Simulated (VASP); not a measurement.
# HfN (F-43m) in VASP: notebook

Runs on HfN. Level: PBEsol. Tasks: vibrations by perturbation theory.

All numbers are computed with VASP 6.6.1; they aren't measurements. Logs are shortened: lines on timing, memory, paths and dates and some standing lists are left out, and cuts for length are marked.

### Step 1. The cell of the first run

It takes space group F-43m (No. 216, cubic). The conventional cell has a = 4.868 Å, b = 4.868 Å, c = 4.868 Å, α = 90.00°, β = 90.00°, γ = 90.00°. Hf (site symmetry -43m) has 4 N at 2.11 Å within 2.8 Å. Within 2.8 Å of N (site symmetry -43m) lie 4 Hf at 2.11 Å.

### Step 2. Vibrations by perturbation theory, PBEsol

Contents of INCAR:

```
ALGO = Normal
EDIFF = 1E-8
ENCUT = 520
GGA = PS
IBRION = 8
ISIF = 2
ISMEAR = -1
LASPH = True
LCHARG = False
LREAL = False
LWAVE = False
NBANDS = 14
NELM = 100
NSW = 1
PREC = Accurate
SIGMA = 0.05
```

Contents of KPOINTS:

```
k-points
0
Gamma
  12 12 12
```

Contents of POSCAR:

```
HfN
1.0
    0.0000000000      2.4340191892      2.4340191892
    2.4340191892      0.0000000000      2.4340191892
    2.4340191892      2.4340191892      0.0000000000
Hf N
1 1
Direct
    0.0000000000      0.0000000000      0.0000000000
    0.7500000000      0.7500000000      0.7500000000
```

Potentials or basis: VASP PAW PBE potentials, release 64 (Hf_pv, N).

The run is started by

```bash
cat potpaw_PBE.64/Hf_pv/POTCAR potpaw_PBE.64/N/POTCAR > POTCAR
mpirun -np 1 vasp_std > vasp.out
```

OUTCAR:

```text
EDIFF = 1E-8
   ENCUT = 520
   GGA = PS
   IBRION = 8
   ISIF = 2
   ISMEAR = -1
   LASPH = True
   LREAL = False
   NELM = 100
   NSW = 1
   PREC = Accurate

 ion  position               nearest neighbor table
   1  0.000  0.000  0.000-   2 2.11   2 2.11   2 2.11   2 2.11
   2  0.750  0.750  0.750-   1 2.11   1 2.11   1 2.11   1 2.11

  LATTYP: Found a face centered cubic cell.
 ALAT       =     4.8680383784

  Lattice vectors:

 A1 = (   0.0000000000,   2.4340191892,   2.4340191892)
 A2 = (   2.4340191892,   0.0000000000,   2.4340191892)
 A3 = (   2.4340191892,   2.4340191892,   0.0000000000)

Analysis of symmetry for initial positions (statically):
=====================================================================
 Subroutine PRICEL returns:
 Original cell was already a primitive cell.

 Routine SETGRP: Setting up the symmetry group for a
 face centered cubic supercell.

 Subroutine GETGRP returns: Found 24 space group operations
 (whereof 24 operations were pure point group operations)
 out of a pool of 48 trial point group operations.

The static configuration has the point symmetry T_d .

Analysis of symmetry for dynamics (positions and initial velocities):
=====================================================================
 Subroutine PRICEL returns:
 Original cell was already a primitive cell.

 Routine SETGRP: Setting up the symmetry group for a
 face centered cubic supercell.

 Subroutine GETGRP returns: Found 24 space group operations
 (whereof 24 operations were pure point group operations)
 out of a pool of 48 trial point group operations.

The dynamic configuration has the point symmetry T_d .

 Subroutine INISYM returns: Found 24 space group operations
 (whereof 24 operations are pure point group operations),
 and found     1 'primitive' translations

----------------------------------------------------------------------------------------

                                     Primitive cell

  volume of cell :      28.8404

  direct lattice vectors                    reciprocal lattice vectors
     0.000000000  2.434019189  2.434019189    -0.205421552  0.205421552  0.205421552
     2.434019189  0.000000000  2.434019189     0.205421552 -0.205421552  0.205421552
     2.434019189  2.434019189  0.000000000     0.205421552  0.205421552 -0.205421552

  length of vectors
     3.442222948  3.442222948  3.442222948     0.355800565  0.355800565  0.355800565

  position of ions in fractional coordinates (direct lattice)
     0.000000000  0.000000000  0.000000000
     0.750000000  0.750000000  0.750000000

  ion indices of the primitive-cell ions
   primitive index   ion index
                 1           1
                 2           2

----------------------------------------------------------------------------------------

 KPOINTS: k-points

Automatic generation of k-mesh.
 Grid dimensions read from file:
 generate k-points for:   12   12   12

 Generating k-lattice:

  Cartesian coordinates                     Fractional coordinates (reciprocal lattice)
    -0.017118463  0.017118463  0.017118463     0.083333333  0.000000000  0.000000000
     0.017118463 -0.017118463  0.017118463     0.000000000  0.083333333  0.000000000
     0.017118463  0.017118463 -0.017118463     0.000000000  0.000000000  0.083333333

  Length of vectors
     0.029650047  0.029650047  0.029650047

  Shift w.r.t. Gamma in fractional coordinates (k-lattice)
     0.000000000  0.000000000  0.000000000

 Subroutine IBZKPT returns following result:
 ===========================================

 Found     72 irreducible k-points:

 Following reciprocal coordinates:
            Coordinates               Weight
  0.000000  0.000000  0.000000      1.000000
  0.083333  0.000000  0.000000      8.000000
  0.166667  0.000000  0.000000      8.000000
  0.250000  0.000000  0.000000      8.000000
  0.333333  0.000000  0.000000      8.000000
  0.416667  0.000000  0.000000      8.000000
[... 16 lines left out ...]
  0.500000  0.166667  0.000000     24.000000
 -0.416667  0.166667  0.000000     24.000000
 [... further k-points ...]
   k-points           NKPTS =     72   k-points in BZ     NKDIM =     72   number of bands    NBANDS=     14
   number of dos      NEDOS =    301   number of ions     NIONS =      2
   total plane-waves  NPLWV =  21952
   dimension x,y,z NGX =    28 NGY =   28 NGZ =   28
   dimension x,y,z NGXF=    56 NGYF=   56 NGZF=   56
   ions per type =               1   1
   NGX,Y,Z   is equivalent  to a cutoff of  13.52, 13.52, 13.52 a.u.
   NGXF,Y,Z  is equivalent  to a cutoff of  27.05, 27.05, 27.05 a.u.
 SYSTEM =  unknown system
   PREC   = accura    normal or accurate (medium, high low for compatibility)
   ISTART =      0    job   : 0-new  1-cont  2-samecut
   ICHARG =      2    charge: 1-file 2-atom 10-const
   ISPIN  =      1    spin polarized calculation?
   LNONCOLLINEAR =      F non collinear calculations
   LSORBIT =      F    spin-orbit coupling
   LASPH  =      T    aspherical Exc in radial PAW
   ENCUT  =  520.0 eV  38.22 Ry    6.18 a.u.   6.40  6.40  6.40*2*pi/ulx,y,z
   NELM   =    100;   NELMIN=  2; NELMDL= -5     # of ELM steps
   EDIFF  = 0.1E-07   stopping-criterion for ELM
   LREAL  =      F    real-space projection
   EDIFFG = 0.1E-06   stopping-criterion for IOM
   NSW    =      1    number of steps for IOM
   IBRION =      8    ionic relax: 0-MD 1-quasi-New 2-CG
   NFREE  =      0    steps in history (QN), initial steepest desc. (CG)
   ISIF   =      2    stress and relaxation
   ISYM   =      2    0-nonsym 1-usesym 2-fastsym
   POTIM  = 0.5000    time-step for ionic-motion
   TEBEG  =    0.0;   TEEND  =   0.0 temperature during run
   PSTRESS=    0.0 pullay stress
   NELECT =      15.0000    total number of electrons
   NUPDOWN=      -1.0000    fix difference up-down
   EMIN   =  10.00;   EMAX   =-10.00  energy-range for DOS
   EFERMI =   0.00;   METHOD = LEGACY
   ISMEAR =    -1;   SIGMA  =   0.05  broadening in eV -4-tet -1-fermi 0-gaus
   EFERMI_NEDOS =   21; number of points for ismear=-14 and -15
   IALGO  =     38    algorithm
   IMIX   =      4    mixing-type and parameters
     AMIX     =   0.40;   BMIX     =  1.00
     AMIX_MAG =   1.60;   BMIX_MAG =  1.00
  volume/ion in A,a.u.               =      14.42        97.31
  Fermi-wavevector in a.u.,A,eV,Ry     =   1.316552  2.487922 23.583093  1.733308
  Thomas-Fermi vector in A             =   2.446656
   LORBIT       =      0    0 simple, 1 ext, 2 COOP (PROOUT), +10 PAW based schemes
   GGA     = PS    functional components
   LHFCALC =     F    Hartree Fock is set to
   AEXX    =    0.0000 exact exchange contribution
   IVDW    =     0    specifies the selected vdW correction
   LEPSILON=     F    determine dielectric tensor
   LRPA    =     F    only Hartree local field effects (RPA)
 non-spin polarized calculation
  energy-cutoff  :      520.00
  volume of cell :       28.84
 maximum number of plane-waves:       794
 NGX is ok and might be reduce to    28
   NGX = 13   NGY = 13   NGZ = 13

--------------------------------------- Ionic step        1  -------------------------------------------

 number of electron      15.0000002 magnetization

 Free energy of the ion-electron system (eV)
  ---------------------------------------------------
  ext. energy  EPLUGINS =         0.00000000
  ---------------------------------------------------
  free energy    TOTEN  =       -22.26620384 eV

  energy without entropy =      -22.25792276  energy(sigma->0) =      -22.26206330

 E-fermi :   5.8086     XC(G=0): -11.5189

 val. band max:        5.7015771974   @ k =  -0.4167   0.2500   0.0833
 cond. band min:       5.8144423984   @ k =   0.4167   0.2500   0.0833
 fundamental gap:      0.1128652010
 Fermi energy:         5.8086476611

 k-point     1 :       0.0000    0.0000    0.0000
  band No.  band energies     occupation
      1     -25.1672      2.00000
      2     -25.1672      2.00000
      3     -25.1672      2.00000
      4     -10.4298      2.00000
      5       0.2278      2.00000
      6       0.2278      2.00000
      7       0.2278      2.00000
      8       5.1287      2.00000
      9       8.0621      0.00000
     10       8.0621      0.00000
     11      12.5520      0.00000
     12      12.5520      0.00000
     13      12.5520      0.00000
     14      18.2251      0.00000
[... 377 lines left out ...]
      1     -25.6501      2.00000
      2     -25.3286      2.00000
      3     -25.2545      2.00000
      4      -9.1350      2.00000
      5       0.1463      2.00000
      6       0.6321      2.00000
      7       1.1062      2.00000
      8       6.3383      0.00005
      9       8.0621      0.00000
     10       8.3613      0.00000
     11      11.4716      0.00000
     12      11.8856      0.00000
     13      12.0777      0.00000
     14      15.6604      0.00000

 [... further k-points ...]

------------------------ aborting loop because EDIFF is reached ----------------------------------------

  FORCE on cell =-STRESS in cart. coord.  units (eV):
  Direction    XX          YY          ZZ          XY          YZ          ZX
  --------------------------------------------------------------------------------------
  -------------------------------------------------------------------------------------
  Total       -0.1585815     -0.1585815     -0.1585815      0.0000000     -0.0000000      0.0000000
  in kB       -8.8096990     -8.8096990     -8.8096990      0.0000000     -0.0000000      0.0000000
  external PRESSURE =      -8.8096990 kB  Pullay stress =       0.0000000 kB

 VOLUME and BASIS-vectors are now :
 -----------------------------------------------------------------------------
  energy-cutoff  :      520.00
  volume of cell :       28.84
      direct lattice vectors                 reciprocal lattice vectors
     0.000000000  2.434019189  2.434019189    -0.205421552  0.205421552  0.205421552
     2.434019189  0.000000000  2.434019189     0.205421552 -0.205421552  0.205421552
     2.434019189  2.434019189  0.000000000     0.205421552  0.205421552 -0.205421552

 POSITION                                       TOTAL-FORCE (eV/Angst)
 -----------------------------------------------------------------------------------
      0.00000      0.00000      0.00000        -0.000000     -0.000000     -0.000000
      3.65103      3.65103      3.65103         0.000000      0.000000      0.000000
 -----------------------------------------------------------------------------------
    total drift:                                0.000000      0.000000      0.000000

  FREE ENERGIE OF THE ION-ELECTRON SYSTEM (eV)
  ---------------------------------------------------
  free  energy   TOTEN  =       -22.2662038449 eV

  energy  without entropy=      -22.2579227570  energy(sigma->0) =      -22.26206330

[... ionic steps 2 to 3 ...]

--------------------------------------- Ionic step        4  -------------------------------------------

------------------------ aborting loop because EDIFF is reached ----------------------------------------

[... ionic steps 5 to 6 ...]

--------------------------------------- Ionic step        7  -------------------------------------------

 Free energy of the ion-electron system (eV)
  ---------------------------------------------------
  ---------------------------------------------------
  free energy    TOTEN  =        -0.23591169 eV

  energy without entropy =       -0.23591169

------------------------ aborting loop because EDIFF is reached ----------------------------------------

 INTERNAL STRAIN TENSOR  FOR ION    2  DIRECTION 1   (eV/Angst):
 -----------------------------------------------------------------------------
     0.00052 -0.00000  0.00000
    -0.00000 -0.00082 10.71885
     0.00000 10.71885 -0.00082

 INTERNAL STRAIN TENSOR FOR ION    2 for displacements in x,y,z  (eV/Angst):
          X           Y           Z          XY          YZ          ZX
  --------------------------------------------------------------------------------
  x     0.00000    -0.00000    -0.00000    -0.00000    10.71885     0.00000
  y    -0.00000    -0.00000    -0.00000     0.00000    -0.00000    10.71885
  z    -0.00000    -0.00000     0.00000    10.71885    -0.00000    -0.00000

 SECOND DERIVATIVES (NOT SYMMETRIZED)
 ------------------------------------
               1X          1Y          1Z          2X          2Y          2Z
  1X   -10.903701    0.000000    0.000000   10.903701    0.000000    0.000000
  1Y     0.000000  -10.903701    0.000000    0.000000   10.903701    0.000000
  1Z     0.000000    0.000000  -10.903701    0.000000    0.000000   10.903701
  2X    10.911384    0.000000    0.000000  -10.911384    0.000000    0.000000
  2Y     0.000000   10.911384    0.000000    0.000000  -10.911384    0.000000
  2Z     0.000000    0.000000   10.911384    0.000000    0.000000  -10.911384

 Eigenvectors and eigenvalues of the dynamical matrix
 ----------------------------------------------------

   1 f  =   14.331719 THz    90.048843 2PiTHz  478.054673 cm-1    59.271199 meV
             X         Y         Z           dx          dy          dz
      0.000000  0.000000  0.000000    -0.269608    0.000000    0.000000
      3.651029  3.651029  3.651029     0.962970    0.000000    0.000000
[... 21 lines left out ...]
   6 f/i=    0.001310 THz     0.008234 2PiTHz    0.043711 cm-1     0.005419 meV
             X         Y         Z           dx          dy          dz
      0.000000  0.000000  0.000000     0.000000    0.000000    0.962970
      3.651029  3.651029  3.651029     0.000000    0.000000    0.269608

--------------------------------------------------------------------------------------------------------

 ELASTIC MODULI CONTR FROM IONIC RELAXATION (kBar)
 Direction    XX          YY          ZZ          XY          YZ          ZX
 --------------------------------------------------------------------------------
 XX          -0.0000     -0.0000     -0.0000     -0.0000      0.0000      0.0000
 YY          -0.0000     -0.0000     -0.0000     -0.0000     -0.0000      0.0000
 ZZ          -0.0000     -0.0000     -0.0000      0.0000     -0.0000      0.0000
 XY          -0.0000     -0.0000      0.0000   -536.3001     -0.0000      0.0000
 YZ           0.0000     -0.0000     -0.0000     -0.0000   -536.3001      0.0000
 ZX           0.0000      0.0000      0.0000      0.0000      0.0000   -536.3001
 --------------------------------------------------------------------------------
```

Run time: 13 min. Hardware: 1 thread of Intel Xeon 8259CL, shared host; peak memory 0.39 GiB.

What came out:

```
Highest phonon frequency at Γ : 478 cm⁻¹
```

Phonon frequencies in cm⁻¹ (negative: imaginary):
```
              q point        frequencies
(0.000, 0.000, 0.000)  0 0 0 478 478 478
```

Caveat: the PAW data sets were made with another functional, which shifts forces and pressure a little; spin-orbit coupling is left out, which moves the levels of the heavy elements.

### Step 3. Vibrations by perturbation theory, PBEsol

Contents of INCAR:

```
SYSTEM = HfN
PREC     = Accurate       ! precision mode
ENCUT    = 520            ! plane-wave cutoff, eV
EDIFF    = 1E-8           ! SCF threshold, eV
ISMEAR   = -1             ! smearing method
SIGMA    = 0.05           ! smearing width, eV
LREAL    = .False.        ! projectors in reciprocal space
LASPH    = .True.         ! aspherical terms in the spheres
NELM     = 80             ! most SCF steps
ALGO     = Normal         ! electronic algorithm
ISIF     = 2              ! what is computed and relaxed
LWAVE    = .False.        ! write WAVECAR
LCHARG   = .False.        ! write CHGCAR
GGA      = PS             ! functional
NBANDS   = 14             ! bands
IBRION   = 8              ! ionic algorithm
NSW      = 1              ! ionic steps
```

Contents of KPOINTS:

```
Automatic mesh
0
Gamma
  12 12 12
  0 0 0
```

POSCAR is that of step 2.

Potentials or basis: VASP PAW PBE potentials, release 64 (Hf_pv, N).

The run is started by

```bash
cat potpaw_PBE.64/Hf_pv/POTCAR potpaw_PBE.64/N/POTCAR > POTCAR
mpirun -np 1 vasp_std > vasp.out
```

OUTCAR:

```text
SYSTEM = HfN
   PREC = Accurate
   ENCUT = 520
   EDIFF = 1E-8
   ISMEAR = -1
   LREAL = .False.
   LASPH = .True.
   NELM = 80
   ISIF = 2
   GGA = PS
   IBRION = 8
   NSW = 1

 ion  position               nearest neighbor table
   1  0.000  0.000  0.000-   2 2.11   2 2.11   2 2.11   2 2.11
   2  0.750  0.750  0.750-   1 2.11   1 2.11   1 2.11   1 2.11

  LATTYP: Found a face centered cubic cell.
 ALAT       =     4.8680383784

  Lattice vectors:

[... 663 lines left out ...]
               1X          1Y          1Z          2X          2Y          2Z
  1X   -10.903701    0.000000    0.000000   10.903701    0.000000    0.000000
  1Y     0.000000  -10.903701    0.000000    0.000000   10.903701    0.000000
  1Z     0.000000    0.000000  -10.903701    0.000000    0.000000   10.903701
  2X    10.911384    0.000000    0.000000  -10.911384    0.000000    0.000000
  2Y     0.000000   10.911384    0.000000    0.000000  -10.911384    0.000000
  2Z     0.000000    0.000000   10.911384    0.000000    0.000000  -10.911384

 Eigenvectors and eigenvalues of the dynamical matrix
 ----------------------------------------------------

   1 f  =   14.331719 THz    90.048843 2PiTHz  478.054673 cm-1    59.271199 meV
             X         Y         Z           dx          dy          dz
      0.000000  0.000000  0.000000    -0.269608    0.000000    0.000000
      3.651029  3.651029  3.651029     0.962970    0.000000    0.000000
[... 21 lines left out ...]
   6 f/i=    0.001310 THz     0.008234 2PiTHz    0.043711 cm-1     0.005419 meV
             X         Y         Z           dx          dy          dz
      0.000000  0.000000  0.000000     0.000000    0.000000    0.962970
      3.651029  3.651029  3.651029     0.000000    0.000000    0.269608

--------------------------------------------------------------------------------------------------------

 ELASTIC MODULI CONTR FROM IONIC RELAXATION (kBar)
 Direction    XX          YY          ZZ          XY          YZ          ZX
 --------------------------------------------------------------------------------
 XX          -0.0000     -0.0000     -0.0000     -0.0000      0.0000      0.0000
 YY          -0.0000     -0.0000     -0.0000     -0.0000     -0.0000      0.0000
 ZZ          -0.0000     -0.0000     -0.0000      0.0000     -0.0000      0.0000
 XY          -0.0000     -0.0000      0.0000   -536.3001     -0.0000      0.0000
 YZ           0.0000     -0.0000     -0.0000     -0.0000   -536.3001      0.0000
 ZX           0.0000      0.0000      0.0000      0.0000      0.0000   -536.3001
 --------------------------------------------------------------------------------
```

stdout:

```text
POSCAR found type information on POSCAR HfN
 POSCAR found :  2 types and       2 ions
 scaLAPACK will be used
 -----------------------------------------------------------------------------
|                                                                             |
|                                                                             |
|     You enforced a specific xc type in the INCAR file but a different       |
|     I HOPE YOU KNOW WHAT YOU ARE DOING!                                     |
|                                                                             |
 -----------------------------------------------------------------------------

 LDA part: xc-table for (Slater+PW92), standard interpolation
 POSCAR, INCAR and KPOINTS ok, starting setup
 FFT: planning ... GRIDC
 FFT: planning ... GRID_SOFT
 FFT: planning ... GRID
 WAVECAR not read
 entering main loop
 Linear response reoptimize wavefunctions to high precision
 Linear response DOF=           2
 Linear response progress:
 first order change of Fermi-energy   0.38790E-04
 force on displaced ion       1 direction 1 : -10.904  -0.000  -0.000
 Linear response progress:
 first order change of Fermi-energy   0.42309E-04
 force on displaced ion       2 direction 1 : -10.911   0.000   0.000
 Linear response finished
```

Run time: 12 min. Hardware: 1 thread of Intel Xeon 8259CL, shared host; peak memory 0.39 GiB.

Results:

- Highest phonon frequency at Γ: 478 cm⁻¹

Phonon frequencies in cm⁻¹ (negative: imaginary):
| q point | frequencies |
| --- | --- |
| (0.000, 0.000, 0.000) | 0 0 0 478 478 478 |

Caveat: the PAW data sets were made with another functional, which shifts forces and pressure a little; spin-orbit coupling is left out, which moves the levels of the heavy elements.
